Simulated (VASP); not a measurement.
# Te (P3_121) in VASP: notebook

The runs below take Te through single point, with PBE.

Program: VASP 6.6.1. These are calculated values, not measurements. Logs are shortened: lines on timing, memory, paths and dates and some standing lists are left out, and cuts for length are marked.

### Step 1. The cell of the first run

Symmetry: P3_121, No. 152, trigonal system. Conventional cell: a = 4.471 Å, b = 4.471 Å, c = 5.949 Å, α = 90.00°, β = 90.00°, γ = 120.00°. Within 3.8 Å of Te (site symmetry 2) lie 6 Te at 2.85 to 3.50 Å.

### Step 2. Single point, PBE

Input file INCAR:

```
SYSTEM = Te
PREC     = Accurate       ! precision mode
ENCUT    = 520            ! plane-wave cutoff, eV
EDIFF    = 1E-6           ! SCF threshold, eV
ISMEAR   = 0              ! smearing method
SIGMA    = 0.01           ! smearing width, eV
LREAL    = .False.        ! projectors in reciprocal space
LASPH    = .True.         ! aspherical terms in the spheres
NELM     = 80             ! most SCF steps
ALGO     = Normal         ! electronic algorithm
ISIF     = 2              ! what is computed and relaxed
LWAVE    = .False.        ! write WAVECAR
LCHARG   = .False.        ! write CHGCAR
GGA      = PE             ! functional
NBANDS   = 16             ! bands
```

Input file KPOINTS:

```
regular mesh
0
Gamma
  6 6 2
  0 0 0
```

Input file POSCAR:

```
Te
1.0
    4.4710056865      0.0000000000      0.0000000000
   -2.2355028432      3.8720045050      0.0000000000
    0.0000000000      0.0000000000      5.9489928227
Te
3
Direct
    0.2641987639      0.0000000000      0.3333333333
    0.0000000000      0.2641987639      0.6666666667
    0.7358012361      0.7358012361      0.0000000000
```

Potentials or basis: VASP PAW PBE potentials, release 64 (Te).

Started as:

```console
$ cat potpaw_PBE.64/Te/POTCAR > POTCAR
$ mpirun -np 1 vasp_std > vasp.out
```

OUTCAR:

```text
SYSTEM = Te
   PREC = Accurate
   ENCUT = 520
   EDIFF = 1E-6
   ISMEAR = 0
   LREAL = .False.
   LASPH = .True.
   NELM = 80
   ISIF = 2
   GGA = PE

 ion  position               nearest neighbor table
   1  0.264  0.000  0.333-   3 2.85   2 2.85   3 3.50   3 3.50   2 3.50   2 3.50
   2  0.000  0.264  0.667-   3 2.85   1 2.85   3 3.50   3 3.50   1 3.50   1 3.50
   3  0.736  0.736  0.000-   2 2.85   1 2.85   2 3.50   1 3.50   1 3.50   2 3.50

  LATTYP: Found a hexagonal cell.
 ALAT       =     4.4710056865
 C/A-ratio  =     1.3305715179

  Lattice vectors:

 A1 = (   4.4710056865,   0.0000000000,   0.0000000000)
 A2 = (  -2.2355028432,   3.8720045050,   0.0000000000)
 A3 = (   0.0000000000,   0.0000000000,   5.9489928227)

Analysis of symmetry for initial positions (statically):
=====================================================================
 Subroutine PRICEL returns:
 Original cell was already a primitive cell.

 Routine SETGRP: Setting up the symmetry group for a
 hexagonal supercell.

 Subroutine GETGRP returns: Found  6 space group operations
 (whereof  2 operations were pure point group operations)
 out of a pool of 24 trial point group operations.

The static configuration has the point symmetry C_2 .
 The point group associated with its full space group is D_3 .

Analysis of symmetry for dynamics (positions and initial velocities):
=====================================================================
 Subroutine PRICEL returns:
 Original cell was already a primitive cell.

 Routine SETGRP: Setting up the symmetry group for a
 hexagonal supercell.

 Subroutine GETGRP returns: Found  6 space group operations
 (whereof  2 operations were pure point group operations)
 out of a pool of 24 trial point group operations.

The dynamic configuration has the point symmetry C_2 .
 The point group associated with its full space group is D_3 .

 Subroutine INISYM returns: Found  6 space group operations
 (whereof  2 operations are pure point group operations),
 and found     1 'primitive' translations

----------------------------------------------------------------------------------------

                                     Primitive cell

  volume of cell :     102.9875

  direct lattice vectors                    reciprocal lattice vectors
     4.471005686  0.000000000  0.000000000     0.223663325  0.129132081  0.000000000
    -2.235502843  3.872004505  0.000000000     0.000000000  0.258264162  0.000000000
     0.000000000  0.000000000  5.948992823     0.000000000  0.000000000  0.168095681

  length of vectors
     4.471005686  4.471005686  5.948992823     0.258264162  0.258264162  0.168095681

  position of ions in fractional coordinates (direct lattice)
     0.264198764  0.000000000  0.333333333
     0.000000000  0.264198764  0.666666667
     0.735801236  0.735801236  0.000000000

  ion indices of the primitive-cell ions
   primitive index   ion index
                 1           1
                 2           2
                 3           3

----------------------------------------------------------------------------------------

 KPOINTS: regular mesh

Automatic generation of k-mesh.
 Grid dimensions read from file:
 generate k-points for:    6    6    2

 Generating k-lattice:

  Cartesian coordinates                     Fractional coordinates (reciprocal lattice)
     0.037277221  0.021522014  0.000000000     0.166666667  0.000000000  0.000000000
     0.000000000  0.043044027  0.000000000     0.000000000  0.166666667  0.000000000
     0.000000000  0.000000000  0.084047841     0.000000000  0.000000000  0.500000000

  Length of vectors
     0.043044027  0.043044027  0.084047841

  Shift w.r.t. Gamma in fractional coordinates (k-lattice)
     0.000000000  0.000000000  0.000000000

 Subroutine IBZKPT returns following result:
 ===========================================

 Found     14 irreducible k-points:

 Following reciprocal coordinates:
            Coordinates               Weight
  0.000000  0.000000  0.000000      1.000000
  0.166667  0.000000  0.000000      6.000000
  0.333333  0.000000  0.000000      6.000000
  0.500000  0.000000  0.000000      3.000000
  0.166667  0.166667  0.000000      6.000000
  0.333333  0.166667  0.000000     12.000000
  0.333333  0.333333  0.000000      2.000000
  0.000000  0.000000  0.500000      1.000000
  0.166667  0.000000  0.500000      6.000000
  0.333333  0.000000  0.500000      6.000000
  0.500000  0.000000  0.500000      3.000000
  0.166667  0.166667  0.500000      6.000000
  0.333333  0.166667  0.500000     12.000000
  0.333333  0.333333  0.500000      2.000000
   k-points           NKPTS =     14   k-points in BZ     NKDIM =     14   number of bands    NBANDS=     16
   number of dos      NEDOS =    301   number of ions     NIONS =      3
   total plane-waves  NPLWV =  62208
   dimension x,y,z NGX =    36 NGY =   36 NGZ =   48
   dimension x,y,z NGXF=    72 NGYF=   72 NGZF=   96
   ions per type =               3
   NGX,Y,Z   is equivalent  to a cutoff of  13.39, 13.39, 13.41 a.u.
   NGXF,Y,Z  is equivalent  to a cutoff of  26.77, 26.77, 26.83 a.u.
 SYSTEM =  Te
   PREC   = accura    normal or accurate (medium, high low for compatibility)
   ISTART =      0    job   : 0-new  1-cont  2-samecut
   ICHARG =      2    charge: 1-file 2-atom 10-const
   ISPIN  =      1    spin polarized calculation?
   LNONCOLLINEAR =      F non collinear calculations
   LSORBIT =      F    spin-orbit coupling
   LASPH  =      T    aspherical Exc in radial PAW
   ENCUT  =  520.0 eV  38.22 Ry    6.18 a.u.   8.31  8.31 11.06*2*pi/ulx,y,z
   NELM   =     80;   NELMIN=  2; NELMDL= -5     # of ELM steps
   EDIFF  = 0.1E-05   stopping-criterion for ELM
   LREAL  =      F    real-space projection
   EDIFFG = 0.1E-04   stopping-criterion for IOM
   NSW    =      0    number of steps for IOM
   IBRION =     -1    ionic relax: 0-MD 1-quasi-New 2-CG
   NFREE  =      0    steps in history (QN), initial steepest desc. (CG)
   ISIF   =      2    stress and relaxation
   ISYM   =      2    0-nonsym 1-usesym 2-fastsym
   POTIM  = 0.5000    time-step for ionic-motion
   TEBEG  =    0.0;   TEEND  =   0.0 temperature during run
   PSTRESS=    0.0 pullay stress
   NELECT =      18.0000    total number of electrons
   NUPDOWN=      -1.0000    fix difference up-down
   EMIN   =  10.00;   EMAX   =-10.00  energy-range for DOS
   EFERMI =   0.00;   METHOD = LEGACY
   ISMEAR =     0;   SIGMA  =   0.01  broadening in eV -4-tet -1-fermi 0-gaus
   EFERMI_NEDOS =   21; number of points for ismear=-14 and -15
   IALGO  =     38    algorithm
   IMIX   =      4    mixing-type and parameters
     AMIX     =   0.40;   BMIX     =  1.00
     AMIX_MAG =   1.60;   BMIX_MAG =  1.00
  volume/ion in A,a.u.               =      34.33       231.66
  Fermi-wavevector in a.u.,A,eV,Ry     =   0.915316  1.729696 11.398995  0.837802
  Thomas-Fermi vector in A             =   2.040043
   LORBIT       =      0    0 simple, 1 ext, 2 COOP (PROOUT), +10 PAW based schemes
   GGA     = PE    functional components
   LHFCALC =     F    Hartree Fock is set to
   AEXX    =    0.0000 exact exchange contribution
   IVDW    =     0    specifies the selected vdW correction
   LEPSILON=     F    determine dielectric tensor
   LRPA    =     F    only Hartree local field effects (RPA)
 non-spin polarized calculation
 Gauss-broadening in eV      SIGMA  =   0.01
  energy-cutoff  :      520.00
  volume of cell :      102.99
 maximum number of plane-waves:      2854
 NGX is ok and might be reduce to    36
   NGX = 17   NGY = 17   NGZ = 23

 number of electron      17.9999997 magnetization

 Free energy of the ion-electron system (eV)
  ---------------------------------------------------
  ext. energy  EPLUGINS =         0.00000000
  ---------------------------------------------------
  free energy    TOTEN  =        -9.40985682 eV

  energy without entropy =       -9.40985682  energy(sigma->0) =       -9.40985682

 E-fermi :   5.8680     XC(G=0):  -9.0116

 val. band max:        5.7862486273   @ k =   0.3333   0.3333   0.5000
 cond. band min:       5.9486888941   @ k =   0.3333   0.3333   0.5000
 fundamental gap:      0.1624402668
 Fermi energy:         5.8680437737

 k-point     1 :       0.0000    0.0000    0.0000
  band No.  band energies     occupation
      1      -7.7734      2.00000
      2      -4.4937      2.00000
      3      -4.4937      2.00000
      4       2.7562      2.00000
      5       3.0292      2.00000
      6       3.0292      2.00000
[... 8 lines left out ...]
     15      11.7029      0.00000
     16      12.1283      0.00000

 k-point     2 :       0.1667    0.0000    0.0000
  band No.  band energies     occupation
      1      -7.5954      2.00000
      2      -4.5582      2.00000
      3      -4.4437      2.00000
      4       1.7294      2.00000
      5       2.3485      2.00000
      6       2.7308      2.00000
[... 8 lines left out ...]
     15      11.9499      0.00000
     16      12.3305      0.00000

 k-point     3 :       0.3333    0.0000    0.0000
  band No.  band energies     occupation
      1      -7.1343      2.00000
      2      -4.8648      2.00000
      3      -4.3312      2.00000
      4       1.0077      2.00000
      5       1.6429      2.00000
      6       2.2739      2.00000
[... 8 lines left out ...]
     15      12.8622      0.00000
     16      13.5926      0.00000

 k-point     4 :       0.5000    0.0000    0.0000
  band No.  band energies     occupation
      1      -6.7883      2.00000
      2      -5.1765      2.00000
      3      -4.2686      2.00000
      4       0.9744      2.00000
      5       1.4258      2.00000
      6       2.3018      2.00000
[... 8 lines left out ...]
     15      14.4225      0.00000
     16      14.6909      0.00000

 k-point     5 :       0.1667    0.1667    0.0000
  band No.  band energies     occupation
      1      -7.2715      2.00000
      2      -4.6892      2.00000
      3      -4.4327      2.00000
      4       1.2303      2.00000
      5       1.4760      2.00000
      6       2.8060      2.00000
[... 8 lines left out ...]
     15      12.5371      0.00000
     16      13.3477      0.00000

 k-point     6 :       0.3333    0.1667    0.0000
  band No.  band energies     occupation
      1      -6.8139      2.00000
      2      -4.9941      2.00000
      3      -4.4533      2.00000
      4       1.0823      2.00000
      5       1.3289      2.00000
      6       2.4114      2.00000
[... 8 lines left out ...]
     15      13.5792      0.00000
     16      13.9621      0.00000

 k-point     7 :       0.3333    0.3333    0.0000
  band No.  band energies     occupation
      1      -6.6221      2.00000
      2      -4.8198      2.00000
      3      -4.8198      2.00000
      4       1.3168      2.00000
      5       1.3168      2.00000
      6       2.7791      2.00000
[... 8 lines left out ...]
     15      11.6938      0.00000
     16      14.2779      0.00000

 k-point     8 :       0.0000    0.0000    0.5000
  band No.  band energies     occupation
      1      -6.8898      2.00000
      2      -6.8898      2.00000
      3      -2.4029      2.00000
      4       1.8112      2.00000
      5       3.1674      2.00000
      6       3.1674      2.00000
[... 8 lines left out ...]
     15      11.1213      0.00000
     16      12.8098      0.00000

 k-point     9 :       0.1667    0.0000    0.5000
  band No.  band energies     occupation
      1      -6.7593      2.00000
      2      -6.7211      2.00000
      3      -2.7747      2.00000
      4       1.6688      2.00000
      5       2.6923      2.00000
      6       2.9320      2.00000
[... 8 lines left out ...]
     15      11.7184      0.00000
     16      12.5231      0.00000

 k-point    10 :       0.3333    0.0000    0.5000
  band No.  band energies     occupation
      1      -6.4654      2.00000
      2      -6.2806      2.00000
      3      -3.5809      2.00000
      4       0.7607      2.00000
      5       2.1407      2.00000
      6       2.4585      2.00000
[... 8 lines left out ...]
     15      12.6111      0.00000
     16      12.9707      0.00000

 k-point    11 :       0.5000    0.0000    0.5000
  band No.  band energies     occupation
      1      -6.2965      2.00000
      2      -5.9461      2.00000
      3      -4.0823      2.00000
      4       0.2005      2.00000
      5       2.1232      2.00000
      6       2.1837      2.00000
[... 8 lines left out ...]
     15      13.8098      0.00000
     16      13.9497      0.00000

 k-point    12 :       0.1667    0.1667    0.5000
  band No.  band energies     occupation
      1      -6.5270      2.00000
      2      -6.4307      2.00000
      3      -3.3465      2.00000
      4       1.2147      2.00000
      5       1.9956      2.00000
      6       2.1360      2.00000
[... 8 lines left out ...]
     15      12.3290      0.00000
     16      12.5945      0.00000

 k-point    13 :       0.3333    0.1667    0.5000
  band No.  band energies     occupation
      1      -6.2468      2.00000
      2      -6.0329      2.00000
      3      -3.9966      2.00000
      4       0.4839      2.00000
      5       1.4208      2.00000
      6       1.5827      2.00000
[... 8 lines left out ...]
     15      12.5790      0.00000
     16      13.2944      0.00000

 k-point    14 :       0.3333    0.3333    0.5000
  band No.  band energies     occupation
      1      -6.0128      2.00000
      2      -6.0128      2.00000
      3      -4.1799      2.00000
      4       0.6721      2.00000
      5       0.8788      2.00000
      6       0.8788      2.00000
[... 8 lines left out ...]
     15      12.3099      0.00000
     16      12.8076      0.00000

------------------------ aborting loop because EDIFF is reached ----------------------------------------

  FORCE on cell =-STRESS in cart. coord.  units (eV):
  Direction    XX          YY          ZZ          XY          YZ          ZX
  --------------------------------------------------------------------------------------
  -------------------------------------------------------------------------------------
  Total        0.7739688      0.7739688      1.1596793      0.0000000      0.0000000     -0.0000000
  in kB       12.0406382     12.0406382     18.0411400      0.0000000      0.0000000     -0.0000000
  external PRESSURE =      14.0408054 kB  Pullay stress =       0.0000000 kB

 VOLUME and BASIS-vectors are now :
 -----------------------------------------------------------------------------
  energy-cutoff  :      520.00
  volume of cell :      102.99
      direct lattice vectors                 reciprocal lattice vectors
     4.471005686  0.000000000  0.000000000     0.223663325  0.129132081  0.000000000
    -2.235502843  3.872004505  0.000000000     0.000000000  0.258264162  0.000000000
     0.000000000  0.000000000  5.948992823     0.000000000  0.000000000  0.168095681

 POSITION                                       TOTAL-FORCE (eV/Angst)
 -----------------------------------------------------------------------------------
      1.18123      0.00000      1.98300         0.212663     -0.000000      0.000000
     -0.59062      1.02298      3.96600        -0.106332      0.184172     -0.000000
      1.64489      2.84903      0.00000        -0.106332     -0.184172      0.000000
 -----------------------------------------------------------------------------------
    total drift:                                0.000000     -0.000000      0.000000

  FREE ENERGIE OF THE ION-ELECTRON SYSTEM (eV)
  ---------------------------------------------------
  free  energy   TOTEN  =        -9.4098568175 eV

  energy  without entropy=       -9.4098568175  energy(sigma->0) =       -9.40985682
```

Run time: 15 s. Hardware: 1 thread of Intel Xeon Platinum 8488C (Sapphire Rapids), shared host; peak memory 0.23 GiB.

What came out:

```yaml
Free_energy: -9.4099 eV
Pressure: 1.4 GPa
Largest_force: 0.213 eV/Å
Band_gap_on_the_k_mesh: 0.16 eV
```

Forces in eV/Å, atoms in the order of the input:
```
Te   0.213  0.000  0.000
Te  -0.106  0.184  0.000
Te  -0.106 -0.184  0.000
```

Stress tensor (GPa, compression positive):
```
1.20 0.00 0.00
0.00 1.20 0.00
0.00 0.00 1.80
```

Levels at points of the mesh, in eV from the valence-band top:
```tsv
k point	band 7	band 8	band 9	band 10	band 11	band 12
(0.00, 0.00, 0.00)	-1.62	-1.62	-0.73	1.03	1.03	1.66
(0.50, 0.00, 0.00)	-3.42	-1.07	-0.82	0.93	1.03	3.07
(0.00, 0.00, 0.50)	-1.30	-1.02	-1.02	0.55	0.60	0.60
(0.50, 0.00, 0.50)	-2.36	-2.02	-0.20	0.78	1.94	2.56
```

Caveat: the k points lie up to 0.53 Å⁻¹ apart; semilocal functionals underestimate gaps, and a narrow one can read as zero; spin-orbit coupling is left out, which moves the levels of the heavy elements. A k mesh can miss the band edges.

### Step 3. Single point, PBE

Input file INCAR:

```
ALGO = Normal ; EDIFF = 1E-6
ENCUT = 520 ; GGA = PE
ISIF = 2 ; ISMEAR = 0
LASPH = True ; LCHARG = False
LREAL = False ; LWAVE = False
NBANDS = 16 ; NELM = 60
PREC = Accurate ; SIGMA = 0.01
```

Input file KPOINTS:

```
k-points
0
Gamma
  6 6 2
```

POSCAR is that of step 2.

Potentials or basis: VASP PAW PBE potentials, release 64 (Te).

Started as:

```console
$ cat potpaw_PBE.64/Te/POTCAR > POTCAR
$ mpirun -np 1 vasp_std > vasp.out
```

OUTCAR:

```text
EDIFF = 1E-6
   ENCUT = 520
   GGA = PE
   ISIF = 2
   ISMEAR = 0
   LASPH = True
   LREAL = False
   NELM = 60
   PREC = Accurate

 ion  position               nearest neighbor table
   1  0.264  0.000  0.333-   3 2.85   2 2.85   3 3.50   3 3.50   2 3.50   2 3.50
   2  0.000  0.264  0.667-   3 2.85   1 2.85   3 3.50   3 3.50   1 3.50   1 3.50
   3  0.736  0.736  0.000-   2 2.85   1 2.85   2 3.50   1 3.50   1 3.50   2 3.50
[... 453 lines left out ...]

  FORCE on cell =-STRESS in cart. coord.  units (eV):
  Direction    XX          YY          ZZ          XY          YZ          ZX
  --------------------------------------------------------------------------------------
  -------------------------------------------------------------------------------------
  Total        0.7739688      0.7739688      1.1596793      0.0000000      0.0000000     -0.0000000
  in kB       12.0406382     12.0406382     18.0411400      0.0000000      0.0000000     -0.0000000
  external PRESSURE =      14.0408054 kB  Pullay stress =       0.0000000 kB

 VOLUME and BASIS-vectors are now :
 -----------------------------------------------------------------------------
  energy-cutoff  :      520.00
  volume of cell :      102.99
      direct lattice vectors                 reciprocal lattice vectors
     4.471005686  0.000000000  0.000000000     0.223663325  0.129132081  0.000000000
    -2.235502843  3.872004505  0.000000000     0.000000000  0.258264162  0.000000000
     0.000000000  0.000000000  5.948992823     0.000000000  0.000000000  0.168095681

 POSITION                                       TOTAL-FORCE (eV/Angst)
 -----------------------------------------------------------------------------------
      1.18123      0.00000      1.98300         0.212663     -0.000000      0.000000
     -0.59062      1.02298      3.96600        -0.106332      0.184172     -0.000000
      1.64489      2.84903      0.00000        -0.106332     -0.184172      0.000000
 -----------------------------------------------------------------------------------
    total drift:                                0.000000     -0.000000      0.000000

  FREE ENERGIE OF THE ION-ELECTRON SYSTEM (eV)
  ---------------------------------------------------
  free  energy   TOTEN  =        -9.4098568175 eV

  energy  without entropy=       -9.4098568175  energy(sigma->0) =       -9.40985682
```

It took 16 s on 1 thread of Intel Xeon Platinum 8488C (Sapphire Rapids), shared host; peak memory 0.23 GiB.

Results:

| Quantity | Value |
| --- | --- |
| Free energy | -9.4099 eV |
| Pressure | 1.4 GPa |
| Largest force | 0.213 eV/Å |
| Band gap on the k mesh | 0.16 eV |

Forces on the atoms (eV/Å):
```
Te   0.213  0.000  0.000
Te  -0.106  0.184  0.000
Te  -0.106 -0.184  0.000
```

Caveat: the k points lie up to 0.53 Å⁻¹ apart; semilocal functionals underestimate gaps, and a narrow one can read as zero; spin-orbit coupling is left out, which moves the levels of the heavy elements.

(Continued in part 2 of 2.)
